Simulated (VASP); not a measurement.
# Si (Cm) in VASP: further runs

The runs below take Si through single point, with PBE.

All numbers are computed with VASP 6.6.1; they aren't measurements. Logs are shortened: lines on timing, memory, paths and dates and some standing lists are left out, and cuts for length are marked.

**1. The cell of the first run**

The structure is monoclinic, space group Cm (No. 8). The conventional cell has a = 3.861 Å, b = 9.463 Å, c = 5.110 Å, α = 90.00°, β = 112.20°, γ = 90.00°. Within 2.8 Å of Si (site symmetry m) lie 4 Si at 2.12 to 2.61 Å. Within 2.8 Å of Si (site symmetry m) lie 4 Si at 2.12 to 2.61 Å. Si (site symmetry 1) has 4 Si at 2.36 to 2.41 Å within 3.1 Å.

**2. Single point, PBE (atom 1 (Si) moved +0.300 Å along Cartesian [0 0 1])**

Input file INCAR:

```
  PREC = Accurate
  ENCUT = 520
  EDIFF = 1E-6
  ISMEAR = 0
  SIGMA = 0.05
  LREAL = False
  LASPH = True
  NELM = 100
  ALGO = Normal
  ISIF = 2
  LWAVE = False
  LCHARG = False
  GGA = PE
  NBANDS = 16
```

Input file KPOINTS:

```
Automatic mesh
0
Gamma
  10 10 10
```

Input file POSCAR:

```
Si
1.0
   -3.3457641741      3.3457641741      1.9305129928
    3.3457641741     -3.3457641741      1.9305129928
    3.3457641741      3.3457641741     -1.9305129928
Si
4
Direct
    0.2563094379      0.2563094379      0.3572197663
    0.8213901169      0.8213901169      0.6427802337
    0.1786098831      0.8213901169      0.0000000000
    0.8213901169      0.1786098831      0.0000000000
```

Potentials or basis: VASP PAW PBE potentials, release 64 (Si).

Started as:

```sh
$ cat potpaw_PBE.64/Si/POTCAR > POTCAR
$ mpirun -np 1 vasp_std > vasp.out
```

OUTCAR:

```text
PREC = Accurate
   ENCUT = 520
   EDIFF = 1E-6
   ISMEAR = 0
   LREAL = False
   LASPH = True
   NELM = 100
   ISIF = 2
   GGA = PE

 ion  position               nearest neighbor table
   1  0.256  0.256  0.357-   2 2.12   3 2.41   4 2.41   2 2.61
   2  0.821  0.821  0.643-   1 2.12   4 2.39   3 2.39   1 2.61
   3  0.179  0.821  0.000-   4 2.36   4 2.36   2 2.39   1 2.41
   4  0.821  0.179  0.000-   3 2.36   3 2.36   2 2.39   1 2.41

  LATTYP: Found a body centered tetragonal cell.
 ALAT       =     6.6915283482
 C/A-ratio  =     0.5770021114

  Lattice vectors:

 A1 = (  -3.3457641741,   3.3457641741,   1.9305129928)
 A2 = (   3.3457641741,  -3.3457641741,   1.9305129928)
 A3 = (   3.3457641741,   3.3457641741,  -1.9305129928)

Analysis of symmetry for initial positions (statically):
=====================================================================
 Subroutine PRICEL returns:
 Original cell was already a primitive cell.

 Routine SETGRP: Setting up the symmetry group for a
 body centered tetragonal supercell.

 Subroutine GETGRP returns: Found  2 space group operations
 (whereof  2 operations were pure point group operations)
 out of a pool of 16 trial point group operations.

The static configuration has the point symmetry C_1h.

Analysis of symmetry for dynamics (positions and initial velocities):
=====================================================================
 Subroutine PRICEL returns:
 Original cell was already a primitive cell.

 Routine SETGRP: Setting up the symmetry group for a
 body centered tetragonal supercell.

 Subroutine GETGRP returns: Found  2 space group operations
 (whereof  2 operations were pure point group operations)
 out of a pool of 16 trial point group operations.

The dynamic configuration has the point symmetry C_1h.

 Subroutine INISYM returns: Found  2 space group operations
 (whereof  2 operations are pure point group operations),
 and found     1 'primitive' translations

----------------------------------------------------------------------------------------

                                     Primitive cell

  volume of cell :      86.4417

  direct lattice vectors                    reciprocal lattice vectors
    -3.345764174  3.345764174  1.930512993     0.000000000  0.149442691  0.258998516
[... 90 lines left out ...]
   EDIFF  = 0.1E-05   stopping-criterion for ELM
   LREAL  =      F    real-space projection
   EDIFFG = 0.1E-04   stopping-criterion for IOM
   NSW    =      0    number of steps for IOM
   IBRION =     -1    ionic relax: 0-MD 1-quasi-New 2-CG
   NFREE  =      0    steps in history (QN), initial steepest desc. (CG)
   ISIF   =      2    stress and relaxation
   ISYM   =      2    0-nonsym 1-usesym 2-fastsym
   POTIM  = 0.5000    time-step for ionic-motion
   TEBEG  =    0.0;   TEEND  =   0.0 temperature during run
   PSTRESS=    0.0 pullay stress
   NELECT =      16.0000    total number of electrons
   NUPDOWN=      -1.0000    fix difference up-down
   EMIN   =  10.00;   EMAX   =-10.00  energy-range for DOS
   EFERMI =   0.00;   METHOD = LEGACY
   ISMEAR =     0;   SIGMA  =   0.05  broadening in eV -4-tet -1-fermi 0-gaus
   EFERMI_NEDOS =   21; number of points for ismear=-14 and -15
   IALGO  =     38    algorithm
   IMIX   =      4    mixing-type and parameters
     AMIX     =   0.40;   BMIX     =  1.00
     AMIX_MAG =   1.60;   BMIX_MAG =  1.00
  volume/ion in A,a.u.               =      21.61       145.83
  Fermi-wavevector in a.u.,A,eV,Ry     =   0.932983  1.763082 11.843289  0.870457
  Thomas-Fermi vector in A             =   2.059637
   LORBIT       =      0    0 simple, 1 ext, 2 COOP (PROOUT), +10 PAW based schemes
   GGA     = PE    functional components
   LHFCALC =     F    Hartree Fock is set to
   AEXX    =    0.0000 exact exchange contribution
   IVDW    =     0    specifies the selected vdW correction
   LEPSILON=     F    determine dielectric tensor
   LRPA    =     F    only Hartree local field effects (RPA)
 non-spin polarized calculation
 Gauss-broadening in eV      SIGMA  =   0.05
  energy-cutoff  :      520.00
  volume of cell :       86.44
 maximum number of plane-waves:      2361
 NGX is ok and might be reduce to    40
   NGX = 19   NGY = 19   NGZ = 19

 number of electron      16.0000000 magnetization

 Free energy of the ion-electron system (eV)
  ---------------------------------------------------
  ext. energy  EPLUGINS =         0.00000000
  ---------------------------------------------------
  free energy    TOTEN  =       -20.72391497 eV

  energy without entropy =      -20.72372035  energy(sigma->0) =      -20.72381766

 E-fermi :   5.5356     XC(G=0):  -9.0269

 val. band max:        5.5282495377   @ k =   0.4000  -0.4000   0.5000
 cond. band min:       5.5713781188   @ k =   0.3000   0.2000   0.2000
 fundamental gap:      0.0431285812
 Fermi energy:         5.5356226438

 k-point     1 :       0.0000    0.0000    0.0000
  band No.  band energies     occupation
      1      -6.6970      2.00000
      2      -2.6687      2.00000
      3      -0.2569      2.00000
      4      -0.2449      2.00000
      5       1.4689      2.00000
      6       3.7695      2.00000
[... 433 lines left out ...]
      3      -2.0159      2.00000
      4      -1.0995      2.00000
      5       0.8993      2.00000
      6       1.7575      2.00000
[... 8 lines left out ...]
     15      11.0785      0.00000
     16      13.4723      0.00000

 [... further k-points ...]

------------------------ aborting loop because EDIFF is reached ----------------------------------------

  FORCE on cell =-STRESS in cart. coord.  units (eV):
  Direction    XX          YY          ZZ          XY          YZ          ZX
  --------------------------------------------------------------------------------------
  -------------------------------------------------------------------------------------
  Total        0.4791857      0.4791857      1.6589165      0.7519302      2.2426440      2.2426440
  in kB        8.8815973      8.8815973     30.7476367     13.9368536     41.5668910     41.5668907
  external PRESSURE =      16.1702771 kB  Pullay stress =       0.0000000 kB

 VOLUME and BASIS-vectors are now :
 -----------------------------------------------------------------------------
  energy-cutoff  :      520.00
  volume of cell :       86.44
      direct lattice vectors                 reciprocal lattice vectors
    -3.345764174  3.345764174  1.930512993     0.000000000  0.149442691  0.258998516
     3.345764174 -3.345764174  1.930512993     0.149442691  0.000000000  0.258998516
     3.345764174  3.345764174 -1.930512993     0.149442691  0.149442691  0.000000000

 POSITION                                       TOTAL-FORCE (eV/Angst)
 -----------------------------------------------------------------------------------
      1.19517      1.19517      0.30000        -1.061342     -1.061342     -3.867767
      2.15059      2.15059      1.93051         0.975515      0.975515      3.514411
      2.15059     -2.15059      1.93051         0.109818     -0.023992      0.176678
     -2.15059      2.15059      1.93051        -0.023992      0.109818      0.176678
 -----------------------------------------------------------------------------------
    total drift:                                0.000008      0.000008     -0.000002

  FREE ENERGIE OF THE ION-ELECTRON SYSTEM (eV)
  ---------------------------------------------------
  free  energy   TOTEN  =       -20.7239149673 eV

  energy  without entropy=      -20.7237203536  energy(sigma->0) =      -20.72381766
```

OSZICAR:

```text
N       E                     dE             d eps       ncg     rms          rms(c)
DAV:   1     0.254128304141E+02    0.25413E+02   -0.58578E+03  9024   0.810E+02
DAV:   2    -0.192809453960E+02   -0.44694E+02   -0.40433E+02 12288   0.116E+02
DAV:   3    -0.211381657684E+02   -0.18572E+01   -0.18394E+01 12328   0.223E+01
DAV:   4    -0.211626924854E+02   -0.24527E-01   -0.24521E-01 11448   0.329E+00
DAV:   5    -0.211631986921E+02   -0.50621E-03   -0.50619E-03 12520   0.449E-01    0.682E+00
DAV:   6    -0.208490968408E+02    0.31410E+00   -0.15908E-01 11008   0.197E+00    0.410E+00
DAV:   7    -0.207199101108E+02    0.12919E+00   -0.29144E-01 11664   0.265E+00    0.391E-01
DAV:   8    -0.207227110880E+02   -0.28010E-02   -0.28399E-02 10880   0.957E-01    0.223E-01
DAV:   9    -0.207235784850E+02   -0.86740E-03   -0.16885E-03 12576   0.237E-01    0.107E-01
DAV:  10    -0.207238272598E+02   -0.24877E-03   -0.28689E-04 11296   0.872E-02    0.404E-02
DAV:  11    -0.207239095741E+02   -0.82314E-04   -0.96978E-05 11920   0.535E-02    0.121E-02
DAV:  12    -0.207239140202E+02   -0.44462E-05   -0.61136E-06 12152   0.136E-02    0.491E-03
DAV:  13    -0.207239149673E+02   -0.94708E-06   -0.22081E-06 11408   0.785E-03
   1 F= -.20723915E+02 E0= -.20723818E+02  d E =-.194614E-03
```

stdout:

```text
POSCAR found type information on POSCAR Si
 POSCAR found :  1 types and       4 ions
 scaLAPACK will be used
 LDA part: xc-table for (Slater+PW92), standard interpolation
 POSCAR, INCAR and KPOINTS ok, starting setup
 FFT: planning ... GRIDC
 FFT: planning ... GRID_SOFT
 FFT: planning ... GRID
 WAVECAR not read
 entering main loop
```

Wall time 4.4 min (1 thread of Intel Xeon 6975P-C (Granite Rapids), shared host); peak memory 0.42 GiB.

Results:

| Property | Result |
| --- | --- |
| Free energy | -20.7239 eV |
| Pressure | 1.6 GPa |
| Largest force | 4.149 eV/Å |
| Band gap on the k mesh | 0.04 eV (least direct gap 0.38 eV) |

Forces on the atoms (eV/Å):
```
Si  -1.061 -1.061 -3.868
Si   0.976  0.976  3.514
Si   0.110 -0.024  0.177
Si  -0.024  0.110  0.177
```

Stress tensor (GPa, compression positive):
```
0.89 1.39 4.16
1.39 0.89 4.16
4.16 4.16 3.07
```

Caveat: the cell differs from its parent crystal (atom 1 (Si) moved +0.300 Å along Cartesian [0 0 1]); forces of over 1 eV/Å act on the atoms, so gaps and moduli don't describe the material at rest. A k mesh can miss the band edges.

**3. Single point, PBE (atom 1 (Si) moved +0.180 Å along Cartesian [0 0 1])**

Input file INCAR:

```
PREC = Accurate
ENCUT = 520
EDIFF = 1E-7
ISMEAR = 0
SIGMA = 0.05
LREAL = False
LASPH = True
NELM = 60
ALGO = Normal
ISIF = 2
LWAVE = False
LCHARG = False
GGA = PE
NBANDS = 16
```

Input file KPOINTS:

```
regular mesh
0
Gamma
  10 10 10
```

POSCAR: that of step 2 with these lines changed.

```diff
@@ -8,3 +8,3 @@
 Direct
-    0.2563094379      0.2563094379      0.3572197663
+    0.2252296160      0.2252296160      0.3572197663
     0.8213901169      0.8213901169      0.6427802337
```

Potentials or basis: VASP PAW PBE potentials, release 64 (Si).

Started as:

```sh
$ cat potpaw_PBE.64/Si/POTCAR > POTCAR
$ mpirun -np 1 vasp_std > vasp.out
```

Wall time 4.9 min (1 thread of Intel Xeon 6975P-C (Granite Rapids), shared host); peak memory 0.42 GiB.

The run converged. Its results:

* Free energy: -21.0916 eV
* Pressure: 0.5 GPa
* Largest force: 2.337 eV/Å
* Band gap on the k mesh: 0.09 eV (least direct gap 0.22 eV)

Forces in eV/Å, atoms in the order of the input:
```
Si  -0.373 -0.373 -2.277
Si   0.343  0.343  2.075
Si   0.041 -0.010  0.101
Si  -0.010  0.041  0.101
```

Stress tensor (GPa, compression positive):
```
0.26 0.49 2.34
0.49 0.26 2.34
2.34 2.34 1.06
```

Levels at points of the mesh, in eV from the valence-band top:
```tsv
k point	band 6	band 7	band 8	band 9	band 10	band 11
(0.00, 0.00, 0.00)	-1.73	-1.58	-0.78	1.03	1.23	1.29
(0.50, 0.00, 0.00)	-3.51	-2.67	-1.80	0.82	1.90	2.48
(0.50, 0.00, 0.50)	-3.86	-2.49	-1.59	0.44	2.26	3.03
(0.50, 0.50, 0.00)	-2.21	-2.12	-1.70	1.35	1.53	1.70
(0.00, 0.00, 0.50)	-2.50	-1.83	-1.77	1.22	1.67	1.68
(0.50, 0.50, 0.50)	-0.82	-0.25	0.00	0.22	2.73	3.08
```

Caveat: the cell differs from its parent crystal (atom 1 (Si) moved +0.180 Å along Cartesian [0 0 1]); forces of over 1 eV/Å act on the atoms, so gaps and moduli don't describe the material at rest. A k mesh can miss the band edges.
